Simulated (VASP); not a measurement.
# ScIn2N3 (P6/mmm) in VASP: notebook

ScIn2N3 is run at these levels: PBE; tasks: single point.

All numbers are computed with VASP 6.6.1; they aren't measurements. Logs are shortened: lines on timing, memory, paths and dates and some standing lists are left out, and cuts for length are marked.

### 1 The cell of the first run

The structure is hexagonal, space group P6/mmm (No. 191). Conventional cell: a = 5.846 Å, b = 5.846 Å, c = 3.015 Å, α = 90.00°, β = 90.00°, γ = 120.00°. Within 4.0 Å of Sc (site symmetry 6/mmm) lie 2 Sc at 3.01 Å and 12 N at 3.29 Å and 6 In at 3.38 Å. In (site symmetry -6m2) has 6 N at 2.26 Å and 2 In at 3.01 Å within 3.1 Å. N (site symmetry mmm) has 4 In at 2.26 Å and 6 N at 2.92 to 3.01 Å within 3.1 Å.

The cell was built from a structure type or drawn by symmetry, and may not be a known phase.

### 2 Single point, PBE, collinear spin, ferromagnetic start

The input, INCAR:

```
SYSTEM = ScIn2N3
PREC = Accurate
ENCUT = 520
EDIFF = 1E-7
ISMEAR = 0
SIGMA = 0.1
LREAL = .False.
LASPH = .True.
NELM = 150
ALGO = Normal
ISIF = 2
LWAVE = .False.
LCHARG = .False.
ISPIN = 2
MAGMOM = 0 0 0 1 1 1
LORBIT = 11
LMAXMIX = 4
GGA = PE
NBANDS = 39
```

The input, KPOINTS:

```
regular mesh
0
Gamma
  6 6 6
  0 0 0
```

The input, POSCAR:

```
ScIn2N3
1.0
    5.8456869373      0.0000000030      0.0000000000
   -2.9228434713      5.0625133887      0.0000000000
    0.0000000000      0.0000000000      3.0147000780
Sc In N
1 2 3
Direct
    0.0000000000      0.0000000000      0.0000000000
    0.3333333333      0.6666666667      0.0000000000
    0.6666666667      0.3333333333      0.0000000000
    0.5000000000      0.0000000000      0.5000000000
    0.5000000000      0.5000000000      0.5000000000
    0.0000000000      0.5000000000      0.5000000000
```

Potentials or basis: VASP PAW PBE potentials, release 64 (Sc_sv, In_d, N).

The run is started by

```console
$ cat potpaw_PBE.64/Sc_sv/POTCAR potpaw_PBE.64/In_d/POTCAR potpaw_PBE.64/N/POTCAR > POTCAR
$ mpirun -np 1 vasp_std > vasp.out
```

OUTCAR:

```text
SYSTEM = ScIn2N3
   PREC = Accurate
   ENCUT = 520
   EDIFF = 1E-7
   ISMEAR = 0
   LREAL = .False.
   LASPH = .True.
   NELM = 150
   ISIF = 2
   ISPIN = 2
   LORBIT = 11
   GGA = PE

 ion  position               nearest neighbor table
   1  0.000  0.000  0.000-   2 3.38   3 3.38   2 3.38   3 3.38   3 3.38   2 3.38
   2  0.333  0.667  0.000-   4 2.26   4 2.26   6 2.26   6 2.26   5 2.26   5 2.26   3 3.38   3 3.38
                             1 3.38   1 3.38   1 3.38   3 3.38
   3  0.667  0.333  0.000-   4 2.26   4 2.26   6 2.26   6 2.26   5 2.26   5 2.26   2 3.38   2 3.38
                             1 3.38   1 3.38   1 3.38   2 3.38
   4  0.500  0.000  0.500-   2 2.26   3 2.26   2 2.26   3 2.26
   5  0.500  0.500  0.500-   2 2.26   3 2.26   2 2.26   3 2.26
   6  0.000  0.500  0.500-   2 2.26   3 2.26   2 2.26   3 2.26

  LATTYP: Found a hexagonal cell.
 ALAT       =     5.8456869373
 C/A-ratio  =     0.5157135697

  Lattice vectors:

 A1 = (   5.8456869373,   0.0000000030,   0.0000000000)
 A2 = (  -2.9228434713,   5.0625133887,   0.0000000000)
 A3 = (   0.0000000000,   0.0000000000,   3.0147000780)

Analysis of symmetry for initial positions (statically):
=====================================================================
 Subroutine PRICEL returns:
 Original cell was already a primitive cell.

 Routine SETGRP: Setting up the symmetry group for a
 hexagonal supercell.

 Subroutine GETGRP returns: Found 24 space group operations
 (whereof 24 operations were pure point group operations)
 out of a pool of 24 trial point group operations.

The static configuration has the point symmetry D_6h.

Analysis of symmetry for dynamics (positions and initial velocities):
=====================================================================
 Subroutine PRICEL returns:
 Original cell was already a primitive cell.

 Routine SETGRP: Setting up the symmetry group for a
 hexagonal supercell.

 Subroutine GETGRP returns: Found 24 space group operations
 (whereof 24 operations were pure point group operations)
 out of a pool of 24 trial point group operations.

The dynamic configuration has the point symmetry D_6h.

Analysis of structural, dynamic, and magnetic symmetry:
=====================================================================
 Subroutine PRICEL returns:
 Original cell was already a primitive cell.

[... 148 lines left out ...]
  energy-cutoff  :      520.00
  volume of cell :       89.22
 maximum number of plane-waves:      2428
 NGX is ok and might be reduce to    48
   NGX = 21   NGY = 21   NGZ = 11

 number of electron      52.0000011 magnetization      -0.0007667

 number of electron      52.0000011 magnetization       0.0042496

 Free energy of the ion-electron system (eV)
  ---------------------------------------------------
  ext. energy  EPLUGINS =         0.00000000
  ---------------------------------------------------
  free energy    TOTEN  =       -31.08925468 eV

  energy without entropy =      -31.05935156  energy(sigma->0) =      -31.07430312

 E-fermi :   6.7473     XC(G=0): -10.9477

 val. band max:        6.7082663528   @ k =   0.5000  -0.0000   0.1667
 cond. band min:       6.7548258480   @ k =   0.1667   0.0000   0.3333
 fundamental gap:      0.0465594952
 Fermi energy:         6.7473397563

 spin component 1

 k-point     1 :       0.0000    0.0000    0.0000
  band No.  band energies     occupation
      1     -44.0288      1.00000
      2     -22.7419      1.00000
      3     -22.7419      1.00000
      4     -22.1781      1.00000
      5      -8.8028      1.00000
      6      -8.0014      1.00000
[... 973 lines left out ...]
     37      14.9131      0.00000
     38      14.9921      0.00000

 [... further k-points ...]

 spin component 2

 k-point     1 :       0.0000    0.0000    0.0000
  band No.  band energies     occupation
      1     -44.0296      1.00000
      2     -22.7426      1.00000
      3     -22.7426      1.00000
      4     -22.1790      1.00000
      5      -8.8012      1.00000
      6      -8.0004      1.00000
[... 973 lines left out ...]
     37      14.9132      0.00000
     38      14.9929      0.00000

 [... further k-points ...]

 [bands above 38 left out]

------------------------ aborting loop because EDIFF is reached ----------------------------------------

  FORCE on cell =-STRESS in cart. coord.  units (eV):
  Direction    XX          YY          ZZ          XY          YZ          ZX
  --------------------------------------------------------------------------------------
  -------------------------------------------------------------------------------------
  Total        0.1893432      0.1893432     -0.0213781     -0.0000000     -0.0000000      0.0000000
  in kB        3.4002784      3.4002784     -0.3839141     -0.0000000     -0.0000000      0.0000000
  external PRESSURE =       2.1388809 kB  Pullay stress =       0.0000000 kB

 VOLUME and BASIS-vectors are now :
 -----------------------------------------------------------------------------
  energy-cutoff  :      520.00
  volume of cell :       89.22
      direct lattice vectors                 reciprocal lattice vectors
     5.845686937  0.000000003  0.000000000     0.171066294  0.098765171  0.000000000
    -2.922843471  5.062513389  0.000000000    -0.000000000  0.197530342  0.000000000
     0.000000000  0.000000000  3.014700078     0.000000000  0.000000000  0.331707956

 POSITION                                       TOTAL-FORCE (eV/Angst)
 -----------------------------------------------------------------------------------
      0.00000      0.00000      0.00000        -0.000000      0.000000      0.000000
     -0.00000      3.37501      0.00000        -0.000000     -0.000000     -0.000000
      2.92284      1.68750      0.00000         0.000000      0.000000      0.000000
      2.92284      0.00000      1.50735         0.000000      0.000000      0.000000
      1.46142      2.53126      1.50735         0.000000      0.000000      0.000000
     -1.46142      2.53126      1.50735         0.000000      0.000000      0.000000
 -----------------------------------------------------------------------------------
    total drift:                               -0.000000      0.000000     -0.000000

  FREE ENERGIE OF THE ION-ELECTRON SYSTEM (eV)
  ---------------------------------------------------
  free  energy   TOTEN  =       -31.0892546805 eV

  energy  without entropy=      -31.0593515582  energy(sigma->0) =      -31.07430312

 total charge

# of ion       s       p       d       tot
------------------------------------------
    1        2.164   6.020   0.995   9.179
    2        0.697   0.732  10.022  11.451
    3        0.697   0.732  10.022  11.451
    4        1.297   2.286   0.000   3.583
    5        1.297   2.286   0.000   3.583
    6        1.297   2.286   0.000   3.583
--------------------------------------------------
tot          7.449  14.342  21.039  42.830

 magnetization (x)

# of ion       s       p       d       tot
------------------------------------------
    1       -0.000  -0.000  -0.001  -0.001
    2       -0.000  -0.000   0.000  -0.000
    3       -0.000  -0.000   0.000  -0.000
    4        0.000   0.002   0.000   0.002
    5        0.000   0.002   0.000   0.002
    6        0.000   0.002   0.000   0.002
--------------------------------------------------
tot         -0.000   0.005  -0.001   0.004
```

OSZICAR:

```text
N       E                     dE             d eps       ncg     rms          rms(c)
DAV:   1     0.607497310651E+03    0.60750E+03   -0.23007E+04  4398   0.171E+03
[... 29 lines left out ...]
DAV:  31    -0.310892872679E+02    0.67994E-03   -0.22089E-03  6783   0.241E-01    0.176E-01
DAV:  32    -0.310892836327E+02    0.36353E-05   -0.66807E-05  5784   0.582E-02    0.718E-02
DAV:  33    -0.310892526206E+02    0.31012E-04   -0.14068E-04  7374   0.677E-02    0.173E-02
DAV:  34    -0.310892540248E+02   -0.14042E-05   -0.13632E-05  5530   0.227E-02    0.456E-02
DAV:  35    -0.310892542937E+02   -0.26890E-06   -0.18028E-06  6443   0.891E-03    0.342E-02
DAV:  36    -0.310892547411E+02   -0.44736E-06   -0.55378E-07  5120   0.431E-03    0.271E-02
DAV:  37    -0.310892546805E+02    0.60580E-07   -0.82050E-08  2528   0.266E-03
   1 F= -.31089255E+02 E0= -.31074303E+02  d E =-.299031E-01  mag=     0.0018
```

It took 5.5 min on 1 thread of Intel Xeon Platinum 8488C (Sapphire Rapids), shared host; peak memory 0.36 GiB.

What came out:

```yaml
Free_energy: -31.0893 eV
Pressure: 0.2 GPa
Band_gap_on_the_k_mesh: zero (filled and empty bands overlap)
Net_moment: 0.00 μB per cell
Valence_electrons_inside_the_program's_atomic_spheres: Sc 9.18; In 11.45; N 3.58
```

Levels at points of the mesh, in eV from the Fermi level:
Spin up:
```csv
k point,band 24,band 25,band 26,band 27,band 28,band 29
"(0.00, 0.00, 0.00)",-0.47,-0.32,-0.18,0.04,0.04,0.51
"(0.50, 0.00, 0.00)",-0.70,-0.62,-0.59,0.02,0.78,1.70
"(0.00, 0.00, 0.50)",0.09,0.25,0.25,0.25,1.42,1.42
"(0.50, 0.00, 0.50)",-1.90,-0.72,0.23,0.30,0.31,0.78
```
Spin down:
```csv
k point,band 22,band 23,band 24,band 25,band 26,band 27,band 28,band 29,band 30,band 31
"(0.00, 0.00, 0.00)",-1.42,-0.47,-0.47,-0.32,-0.18,0.05,0.05,0.51,0.51,2.20
"(0.50, 0.00, 0.00)",-2.41,-1.19,-0.70,-0.61,-0.59,0.03,0.78,1.70,2.19,2.24
"(0.00, 0.00, 0.50)",-2.58,-2.58,0.09,0.25,0.25,0.26,1.42,1.42,1.43,1.43
"(0.50, 0.00, 0.50)",-2.08,-2.06,-1.89,-0.72,0.23,0.30,0.31,0.78,1.28,1.71
```

Caveat: spin-orbit coupling is left out, which moves the levels of the heavy elements.

### 3 Single point, PBE, collinear spin, ferromagnetic start

This run uses another cell than the first one, of 15.36 Å³/atom.

The input, INCAR:

```
  ALGO = Normal
  EDIFF = 1E-7
  ENCUT = 520
  GGA = PE
  ISIF = 2
  ISMEAR = 0
  ISPIN = 2
  LASPH = True
  LCHARG = False
  LMAXMIX = 4
  LORBIT = 11
  LREAL = False
  LWAVE = False
  MAGMOM = 0 0 0 1 1 1
  NBANDS = 39
  NELM = 150
  PREC = Accurate
  SIGMA = 0.1
```

The input, KPOINTS:

```
k-points
0
Gamma
  6 6 6
```

The input, POSCAR:

```
ScIn2N3
1.0
    5.5814601700      0.0000000000      0.0000000000
   -2.7907300900      4.8336863000      0.0000000000
    0.0000000000      0.0000000000      3.4159572100
Sc In N
1 2 3
Direct
    0.0000000000      0.0000000000      0.0000000000
    0.3333333300      0.6666666700      0.0000000000
    0.6666666700      0.3333333300      0.0000000000
    0.5000000000      0.0000000000      0.5000000000
    0.5000000000      0.5000000000      0.5000000000
    0.0000000000      0.5000000000      0.5000000000
```

Potentials or basis: VASP PAW PBE potentials, release 64 (Sc_sv, In_d, N).

The run is started by

```console
$ cat potpaw_PBE.64/Sc_sv/POTCAR potpaw_PBE.64/In_d/POTCAR potpaw_PBE.64/N/POTCAR > POTCAR
$ mpirun -np 1 vasp_std > vasp.out
```

Run time: 5.1 min. Hardware: 1 thread of Intel Xeon Platinum 8488C (Sapphire Rapids), shared host; peak memory 0.35 GiB.

It converged, with:

| Property | Result |
| --- | --- |
| Free energy | -29.8754 eV |
| Pressure | -4.7 GPa |
| Net moment | -0.62 μB per cell |
| Site moments | Sc -0.42; In -0.01; N -0.01 μB |
| Valence electrons inside the program's atomic spheres | Sc 9.17; In 11.37; N 3.52 |

Stress tensor (GPa, compression positive):
```
  6.26   0.00   0.00
  0.00   6.26   0.00
  0.00   0.00 -26.58
```

Levels at points of the mesh, in eV from the Fermi level:
Spin up:
```tsv
k point	band 24	band 25	band 26	band 27	band 28	band 29
(0.00, 0.00, 0.00)	-0.93	-0.29	-0.10	0.03	0.03	0.09
(0.50, 0.00, 0.00)	-1.84	-0.98	-0.13	0.03	0.44	0.49
(0.00, 0.00, 0.50)	-0.79	0.17	0.39	0.39	1.31	1.31
(0.50, 0.00, 0.50)	-2.02	-1.06	-0.35	0.43	0.45	0.64
```
Spin down:
```
           k point  band 23  band 24  band 25  band 26  band 27  band 28  band 29  band 30
(0.00, 0.00, 0.00)    -1.27    -0.94    -0.94    -0.16    -0.16    -0.03    -0.03    -0.01
(0.50, 0.00, 0.00)    -2.42    -1.85    -0.99    -0.85    -0.21     0.20     0.36     1.33
(0.00, 0.00, 0.50)    -3.03    -0.81     0.27     0.28     0.28     1.03     1.03     1.27
(0.50, 0.00, 0.50)    -2.11    -2.09    -1.02    -0.58     0.17     0.37     0.40     1.11
```

Caveat: the cell stands under tension; spin-orbit coupling is left out, which moves the levels of the heavy elements.
